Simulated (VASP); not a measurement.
CuO: single point with PBE

Crystal: CuO.

```
Cu O
1.0
     3.28802    0.00000    0.00000
    -1.64401    2.84751    0.00000
     0.00000    0.00000    5.38502
Cu O
2 2
Direct
  0.66667 0.33333 0.00000
  0.33333 0.66667 0.50000
  0.66667 0.33333 0.62520
  0.33333 0.66667 0.12520
```

- Program: VASP 6.6.1
- Task: single point
- Functional: PBE
- Potentials or basis: VASP PAW PBE potentials, release 64 (Cu, O)
- Cutoff: 520 eV
- k mesh: 3 × 3 × 2
- Occupations: fermi-dirac, width 0.05 eV
- Spin: no spin polarisation
- Dipole correction: no
- Further INCAR settings: ALGO = Normal; EDIFF = 1e-06; NBANDS = 25

```json
{
  "Pressure": "-8.8 GPa",
  "Largest force": "0.076 eV/Å",
  "Band gap on the k mesh": "zero (bands 17 and 18 overlap by 1.32 eV)"
}
```

Forces on the atoms (eV/Å):
```
Cu   0.000  0.000 -0.076
Cu   0.000  0.000 -0.076
O    0.000  0.000  0.076
O    0.000  0.000  0.076
```

Stress tensor (GPa, compression positive):
```
-9.36  0.00  0.00
 0.00 -9.36  0.00
 0.00  0.00 -7.76
```

Levels at points of the mesh, in eV from the Fermi level:
| k point | band 13 | band 14 | band 15 | band 16 | band 17 | band 18 | band 19 | band 20 | band 21 | band 22 |
| --- | --- | --- | --- | --- | --- | --- | --- | --- | --- | --- |
| (0.00, 0.00, 0.00) | -1.63 | -0.03 | -0.03 | 0.59 | 0.68 | 0.68 | 0.90 | 5.60 | 7.67 | 13.42 |
| (0.00, 0.00, 0.50) | -0.68 | -0.68 | 0.32 | 0.32 | 0.32 | 0.32 | 3.31 | 3.31 | 10.16 | 10.16 |

Wall time 9.3 s on 1 thread of AMD EPYC 7R13 Processor (Zen 3), on a shared host, peak memory 0.12 GiB.

Caveat: the k points lie up to 0.74 Å⁻¹ apart, too coarse for converged energies and pressures of a metal; semilocal functionals often make such compounds metallic where correlation or magnetic order opens a gap, which also shifts bond lengths. With open d or f shells a metallic result of PBE can be an artefact of self-interaction; +U or a hybrid may open a gap.
